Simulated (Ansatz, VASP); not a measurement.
**One calculation of LaYN2, two programs**

```
La Y N
1.0
     3.92519    0.00000    0.00000
     0.00000    3.92519    0.00000
     0.00000    0.00000    8.59017
La Y N
2 2 4
Direct
  0.50000 0.00000 0.64076
  0.00000 0.50000 0.35924
  0.50000 0.50000 0.00000
  0.00000 0.00000 0.00000
  0.00000 0.50000 0.80294
  0.50000 0.00000 0.36514
  0.50000 0.00000 0.19706
  0.00000 0.50000 0.63486
```

Change from the starting cell: species swapped into the ScCoC2 type (P4/nmm, No. 129).

Alike in both runs: functional PBE; k mesh 10 × 10 × 6; occupations gaussian, width 0.1 eV; no spin polarisation.

Ansatz relaxed the structure, and its values are those at the end. VASP's run is a single point on that final structure, the one shown.

|  | VASP | Ansatz |
| --- | --- | --- |
| version | VASP 6.6.1 | Ansatz 0.2.0 |
| potentials or method | VASP PAW PBE potentials, release 64 (La, Y_sv, N_h), cutoff 910 eV | scalar-relativistic, plane waves, PAW |
| valence electrons in the cell | 64 | 64 |

Ansatz gave:

* gap on the k mesh at the Fermi level (eV): none
* rms of the force components (eV/Å): 0.001

Question: Which values does VASP return?

Answer: gap on the k mesh at the Fermi level (eV): none; rms of the force components (eV/Å): 0.010.

A gap of «none» marks a metal or a gap that the smearing closes. With one functional, cell and mesh, what is left measures potentials, basis and numerics.

Neither program's run includes spin-orbit coupling. Noted on VASP's run: the cutoff is under 1.25 times that of the potentials, so the pressure is a little rough.
